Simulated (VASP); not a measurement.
# B (P6_3/mmc) in VASP: further runs

Runs on B. Level: PBE. Tasks: single point, relaxation of cell and atoms.

All numbers are computed with VASP 6.6.1; they aren't measurements. Logs are shortened: lines on timing, memory, paths and dates and some standing lists are left out, and cuts for length are marked.

## 1. The cell of the first run

Symmetry: P6_3/mmc, No. 194, hexagonal system. The conventional cell has a = 1.781 Å, b = 1.781 Å, c = 19.034 Å, α = 90.00°, β = 90.00°, γ = 120.00°. Within 2.4 Å of B (site symmetry -3m) lie 6 B at 1.78 Å. B (site symmetry -6m2) has 6 B at 1.78 Å within 2.4 Å.

## 2. Single point, PBE (volume scaled by 1.12)

INCAR reads:

```
ALGO = Normal
EDIFF = 1E-6
ENCUT = 500
GGA = PE
GGA_COMPAT = F
ISIF = 2
ISMEAR = -1
LASPH = T
LCHARG = F
LREAL = F
LWAVE = F
NBANDS = 14
NELM = 120
PREC = Accurate
SIGMA = 0.1
```

KPOINTS reads:

```
k-points
0
Gamma
  23 23 2
```

POSCAR reads:

```
B
1.0
    1.7812202550      0.0000000000      0.0000000000
   -0.8906101275      1.5425819905      0.0000000000
    0.0000000000      0.0000000000     19.0339090834
B
4
Direct
    1.0000000000      1.0000000000      1.0000000000
    1.0000000000      1.0000000000      0.5000000000
    0.3333333333      0.6666666667      0.2500000000
    0.6666666667      0.3333333333      0.7500000000
```

Potentials or basis: VASP PAW PBE potentials, release 64 (B).

The run is started by

```
$ cat potpaw_PBE.64/B/POTCAR > POTCAR
$ mpirun -np 1 vasp_std > vasp.out
```

OUTCAR:

```text
EDIFF = 1E-6
   ENCUT = 500
   GGA = PE
   ISIF = 2
   ISMEAR = -1
   LASPH = T
   LREAL = F
   NELM = 120
   PREC = Accurate

 ion  position               nearest neighbor table
   1  0.000  0.000  0.000-
   2  0.000  0.000  0.500-
   3  0.333  0.667  0.250-
   4  0.667  0.333  0.750-

  LATTYP: Found a hexagonal cell.
 ALAT       =     1.7812202550
 C/A-ratio  =    10.6858817880

  Lattice vectors:

 A1 = (   1.7812202550,   0.0000000000,   0.0000000000)
 A2 = (  -0.8906101275,   1.5425819905,   0.0000000000)
 A3 = (   0.0000000000,   0.0000000000,  19.0339090834)

Analysis of symmetry for initial positions (statically):
=====================================================================
 Subroutine PRICEL returns:
 Original cell was already a primitive cell.

 Routine SETGRP: Setting up the symmetry group for a
 hexagonal supercell.

 Subroutine GETGRP returns: Found 24 space group operations
 (whereof 12 operations were pure point group operations)
 out of a pool of 24 trial point group operations.

The static configuration has the point symmetry D_3d.
 The point group associated with its full space group is D_6h.

Analysis of symmetry for dynamics (positions and initial velocities):
=====================================================================
 Subroutine PRICEL returns:
 Original cell was already a primitive cell.

 Routine SETGRP: Setting up the symmetry group for a
 hexagonal supercell.

 Subroutine GETGRP returns: Found 24 space group operations
 (whereof 12 operations were pure point group operations)
 out of a pool of 24 trial point group operations.

The dynamic configuration has the point symmetry D_3d.
 The point group associated with its full space group is D_6h.

 Subroutine INISYM returns: Found 24 space group operations
 (whereof 12 operations are pure point group operations),
 and found     1 'primitive' translations

----------------------------------------------------------------------------------------

                                     Primitive cell

  volume of cell :      52.2991

  direct lattice vectors                    reciprocal lattice vectors
     1.781220255  0.000000000  0.000000000     0.561412884  0.324131880  0.000000000
    -0.890610128  1.542581990  0.000000000     0.000000000  0.648263759  0.000000000
     0.000000000  0.000000000 19.033909083     0.000000000  0.000000000  0.052537815

  length of vectors
     1.781220255  1.781220255 19.033909083     0.648263759  0.648263759  0.052537815

  position of ions in fractional coordinates (direct lattice)
     0.000000000  0.000000000  0.000000000
     0.000000000  0.000000000  0.500000000
     0.333333333  0.666666667  0.250000000
     0.666666667  0.333333333  0.750000000

  ion indices of the primitive-cell ions
   primitive index   ion index
                 1           1
                 2           2
                 3           3
                 4           4

----------------------------------------------------------------------------------------

 KPOINTS: k-points

Automatic generation of k-mesh.
 Grid dimensions read from file:
 generate k-points for:   23   23    2

 Generating k-lattice:

  Cartesian coordinates                     Fractional coordinates (reciprocal lattice)
     0.024409256  0.014092690  0.000000000     0.043478261  0.000000000  0.000000000
     0.000000000  0.028185381  0.000000000     0.000000000  0.043478261  0.000000000
     0.000000000  0.000000000  0.026268908     0.000000000  0.000000000  0.500000000

  Length of vectors
     0.028185381  0.028185381  0.026268908

  Shift w.r.t. Gamma in fractional coordinates (k-lattice)
     0.000000000  0.000000000  0.000000000

 Subroutine IBZKPT returns following result:
 ===========================================

 Found    112 irreducible k-points:

 Following reciprocal coordinates:
            Coordinates               Weight
  0.000000  0.000000  0.000000      1.000000
  0.043478  0.000000  0.000000      6.000000
  0.086957  0.000000  0.000000      6.000000
  0.130435  0.000000  0.000000      6.000000
  0.173913  0.000000  0.000000      6.000000
  0.217391  0.000000  0.000000      6.000000
[... 16 lines left out ...]
  0.478261  0.043478  0.000000      6.000000
  0.086957  0.086957  0.000000      6.000000
 [... further k-points ...]
   k-points           NKPTS =    112   k-points in BZ     NKDIM =    112   number of bands    NBANDS=     14
   number of dos      NEDOS =    301   number of ions     NIONS =      4
   total plane-waves  NPLWV =  27440
   dimension x,y,z NGX =    14 NGY =   14 NGZ =  140
   dimension x,y,z NGXF=    28 NGYF=   28 NGZF=  280
   ions per type =               4
   NGX,Y,Z   is equivalent  to a cutoff of  13.07, 13.07, 12.23 a.u.
   NGXF,Y,Z  is equivalent  to a cutoff of  26.13, 26.13, 24.46 a.u.
 SYSTEM =  unknown system
   PREC   = accura    normal or accurate (medium, high low for compatibility)
   ISTART =      0    job   : 0-new  1-cont  2-samecut
   ICHARG =      2    charge: 1-file 2-atom 10-const
   ISPIN  =      1    spin polarized calculation?
   LNONCOLLINEAR =      F non collinear calculations
   LSORBIT =      F    spin-orbit coupling
   LASPH  =      T    aspherical Exc in radial PAW
   ENCUT  =  500.0 eV  36.75 Ry    6.06 a.u.   3.25  3.25 34.70*2*pi/ulx,y,z
   NELM   =    120;   NELMIN=  2; NELMDL= -5     # of ELM steps
   EDIFF  = 0.1E-05   stopping-criterion for ELM
   LREAL  =      F    real-space projection
   EDIFFG = 0.1E-04   stopping-criterion for IOM
   NSW    =      0    number of steps for IOM
   IBRION =     -1    ionic relax: 0-MD 1-quasi-New 2-CG
   NFREE  =      0    steps in history (QN), initial steepest desc. (CG)
   ISIF   =      2    stress and relaxation
   ISYM   =      2    0-nonsym 1-usesym 2-fastsym
   POTIM  = 0.5000    time-step for ionic-motion
   TEBEG  =    0.0;   TEEND  =   0.0 temperature during run
   PSTRESS=    0.0 pullay stress
   NELECT =      12.0000    total number of electrons
   NUPDOWN=      -1.0000    fix difference up-down
   EMIN   =  10.00;   EMAX   =-10.00  energy-range for DOS
   EFERMI =   0.00;   METHOD = LEGACY
   ISMEAR =    -1;   SIGMA  =   0.10  broadening in eV -4-tet -1-fermi 0-gaus
   EFERMI_NEDOS =   21; number of points for ismear=-14 and -15
   IALGO  =     38    algorithm
   IMIX   =      4    mixing-type and parameters
     AMIX     =   0.40;   BMIX     =  1.00
     AMIX_MAG =   1.60;   BMIX_MAG =  1.00
  volume/ion in A,a.u.               =      13.07        88.23
  Fermi-wavevector in a.u.,A,eV,Ry     =   1.002237  1.893954 13.666779  1.004480
  Thomas-Fermi vector in A             =   2.134712
   LORBIT       =      0    0 simple, 1 ext, 2 COOP (PROOUT), +10 PAW based schemes
   GGA     = PE    functional components
   LHFCALC =     F    Hartree Fock is set to
   AEXX    =    0.0000 exact exchange contribution
   IVDW    =     0    specifies the selected vdW correction
   LEPSILON=     F    determine dielectric tensor
   LRPA    =     F    only Hartree local field effects (RPA)
 non-spin polarized calculation
  energy-cutoff  :      500.00
  volume of cell :       52.30
 maximum number of plane-waves:      1362
 NGX is ok and might be reduce to    14
   NGX =  7   NGY =  7   NGZ = 69

 number of electron      12.0000000 magnetization

 Free energy of the ion-electron system (eV)
  ---------------------------------------------------
  ext. energy  EPLUGINS =         0.00000000
  ---------------------------------------------------
  free energy    TOTEN  =       -23.70104456 eV

  energy without entropy =      -23.64908949  energy(sigma->0) =      -23.67506703

 E-fermi :   2.6900     XC(G=0):  -8.1856

 val. band max:        2.6748727946   @ k =   0.2174   0.1739   0.0000
 cond. band min:       2.6918075357   @ k =   0.3478   0.0000   0.5000
 fundamental gap:      0.0169347412
 Fermi energy:         2.6899594003

 k-point     1 :       0.0000    0.0000    0.0000
  band No.  band energies     occupation
      1     -13.5325      2.00000
      2     -13.5169      2.00000
      3     -13.5169      2.00000
      4     -13.5011      2.00000
      5      -4.4723      2.00000
      6      -4.2854      2.00000
      7      -4.2854      2.00000
      8      -4.0824      2.00000
      9       4.7504      0.00000
     10       5.8662      0.00000
     11       5.8662      0.00000
     12       7.9661      0.00000
     13      10.1670      0.00000
     14      13.4327      0.00000

 k-point     2 :       0.0435    0.0000    0.0000
  band No.  band energies     occupation
      1     -13.4502      2.00000
      2     -13.4348      2.00000
      3     -13.4348      2.00000
      4     -13.4192      2.00000
      5      -4.3580      2.00000
      6      -4.1714      2.00000
      7      -4.1714      2.00000
      8      -3.9687      2.00000
      9       4.8588      0.00000
     10       5.9748      0.00000
     11       5.9748      0.00000
     12       8.0813      0.00000
     13      10.2553      0.00000
     14      13.5266      0.00000

 k-point     3 :       0.0870    0.0000    0.0000
  band No.  band energies     occupation
      1     -13.2037      2.00000
      2     -13.1887      2.00000
      3     -13.1887      2.00000
      4     -13.1735      2.00000
      5      -4.0154      2.00000
      6      -3.8298      2.00000
      7      -3.8298      2.00000
      8      -3.6282      2.00000
      9       5.1835      0.00000
     10       6.2995      0.00000
     11       6.2996      0.00000
     12       8.4267      0.00000
     13      10.5154      0.00000
     14      13.8023      0.00000

 k-point     4 :       0.1304    0.0000    0.0000
  band No.  band energies     occupation
      1     -12.7941      2.00000
      2     -12.7798      2.00000
      3     -12.7798      2.00000
      4     -12.7654      2.00000
      5      -3.4457      2.00000
      6      -3.2618      2.00000
      7      -3.2618      2.00000
      8      -3.0619      2.00000
      9       5.7210      0.00000
     10       6.8364      0.00000
     11       6.8364      0.00000
     12       9.0008      0.00000
     13      10.9284      0.00000
     14      14.2329      0.00000

 k-point     5 :       0.1739    0.0000    0.0000
  band No.  band energies     occupation
      1     -12.2238      2.00000
      2     -12.2105      2.00000
      3     -12.2104      2.00000
      4     -12.1970      2.00000
      5      -2.6510      2.00000
      6      -2.4696      2.00000
      7      -2.4696      2.00000
      8      -2.2724      2.00000
      9       6.4627      0.00000
     10       7.5743      0.00000
     11       7.5744      0.00000
[... 276 lines left out ...]
 k-point    22 :       0.4348    0.0435    0.0000
  band No.  band energies     occupation
      1      -5.8050      2.00000
      2      -5.8022      2.00000
      3      -5.8022      2.00000
      4      -5.7994      2.00000
      5       3.6515      0.00013
      6       3.6633      0.00012
      7       3.6633      0.00012
      8       3.6754      0.00011
      9       6.9898      0.00000
     10       7.0811      0.00000
     11       7.0811      0.00000
     12       7.1743      0.00000
     13      15.3460      0.00000
     14      15.5418      0.00000

 k-point    23 :       0.4783    0.0435    0.0000
  band No.  band energies     occupation
      1      -5.4231      2.00000
      2      -5.4219      2.00000
      3      -5.4219      2.00000
      4      -5.4207      2.00000
      5       3.1130      0.02869
      6       3.1231      0.02596
      7       3.1232      0.02594
      8       3.1333      0.02346
      9       7.7900      0.00000
     10       7.8284      0.00000
     11       7.8291      0.00000
     12       7.8679      0.00000
     13      14.5535      0.00000
     14      14.7536      0.00000

 k-point    24 :       0.0870    0.0870    0.0000
  band No.  band energies     occupation
      1     -12.5487      2.00000
      2     -12.5348      2.00000
      3     -12.5348      2.00000
      4     -12.5208      2.00000
      5      -3.1046      2.00000
      6      -2.9217      2.00000
      7      -2.9217      2.00000
      8      -2.7230      2.00000
      9       6.0424      0.00000
     10       7.1569      0.00000
     11       7.1569      0.00000
     12       9.3444      0.00000
     13      11.1711      0.00000
     14      14.4836      0.00000

 [... further k-points ...]
[... 5 lines left out ...]
  --------------------------------------------------------------------------------------
  -------------------------------------------------------------------------------------
  Total       -6.8481184     -6.8481184     -0.0833060      0.0000000      0.0000000      0.0000000
  in kB     -209.7915407   -209.7915406     -2.5520719      0.0000000      0.0000000      0.0000000
  external PRESSURE =    -140.7117177 kB  Pullay stress =       0.0000000 kB

 VOLUME and BASIS-vectors are now :
 -----------------------------------------------------------------------------
  energy-cutoff  :      500.00
  volume of cell :       52.30
      direct lattice vectors                 reciprocal lattice vectors
     1.781220255  0.000000000  0.000000000     0.561412884  0.324131880  0.000000000
    -0.890610128  1.542581990  0.000000000     0.000000000  0.648263759  0.000000000
     0.000000000  0.000000000 19.033909083     0.000000000  0.000000000  0.052537815

 POSITION                                       TOTAL-FORCE (eV/Angst)
 -----------------------------------------------------------------------------------
      0.00000      0.00000      0.00000        -0.000000      0.000000      0.000000
      0.00000      0.00000      9.51695        -0.000000      0.000000      0.000000
     -0.00000      1.02839      4.75848         0.000000      0.000000     -0.000000
      0.89061      0.51419     14.27543        -0.000000     -0.000000      0.000000
 -----------------------------------------------------------------------------------
    total drift:                                0.000000      0.000000      0.000000

  FREE ENERGIE OF THE ION-ELECTRON SYSTEM (eV)
  ---------------------------------------------------
  free  energy   TOTEN  =       -23.7010445638 eV

  energy  without entropy=      -23.6490894889  energy(sigma->0) =      -23.67506703
```

Wall time 2.7 min (1 thread of AMD EPYC 7R43 (Zen 3), shared host); peak memory 0.16 GiB.

What came out:

```yaml
Free_energy: -23.7010 eV
Pressure: -14.1 GPa
Band_gap_on_the_k_mesh: zero (band 6 reaches 5.75 eV, above the bottom of band 7 at -4.29 eV)
```

Levels at points of the mesh, in eV from the Fermi level:
```tsv
k point	band 4	band 5	band 6	band 7	band 8	band 9	band 10	band 11	band 12	band 13
(0.00, 0.00, 0.00)	-16.19	-7.16	-6.98	-6.98	-6.77	2.06	3.18	3.18	5.28	7.48
(0.00, 0.00, 0.50)	-16.20	-7.11	-7.11	-6.83	-6.83	2.35	2.35	4.37	4.37	8.67
```

Caveat: this functional lacks dispersion, which binds the layers, so the pressure and a relaxed spacing across them are unreliable.

[end of part 1 of 2]
